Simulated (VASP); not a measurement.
Input of a VASP 6.6.1 run:

INCAR

```
SYSTEM = TaW2
ALGO = Fast
EDIFF = 1E-7
ENCUT = 520
GGA = PE
ISIF = 2
ISMEAR = 0
LASPH = .TRUE.
LCHARG = .TRUE.
LELF = .TRUE.
LREAL = .FALSE.
LVHAR = .TRUE.
LWAVE = .FALSE.
NBANDS = 48
NELM = 80
PREC = Accurate
SIGMA = 0.1
```

File KPOINTS:

```
k-points
0
G
  12 12 8
  0 0 0
```

POSCAR

```
TaW2
1.0
    4.7647458256      0.0000000000      0.0000000000
   -2.3823729128      4.1263909276      0.0000000000
    0.0000000000      0.0000000000      5.2366345599
Ta W
2 4
Direct
    0.3333333333      0.6666666667      0.2500000000
    0.6666666667      0.3333333333      0.7500000000
    0.0000000000      0.0000000000      0.0000000000
    0.0000000000      0.0000000000      0.5000000000
    0.3333333333      0.6666666667      0.7500000000
    0.6666666667      0.3333333333      0.2500000000
```

Potentials or basis: VASP PAW PBE potentials, release 64 (Ta_pv, W_sv).

The run is started by

```bash
$ cat potpaw_PBE.64/Ta_pv/POTCAR potpaw_PBE.64/W_sv/POTCAR > POTCAR
$ mpirun -np 1 vasp_std > vasp.out
```

(1) What does it give for the band gap on the k mesh?

(2) What does it give for the pressure?

Results:

(1) zero (bands 39 and 40 overlap by 0.97 eV).

(2) 0.3 GPa.

Caveat: spin-orbit coupling is left out, which moves the levels of the heavy elements.
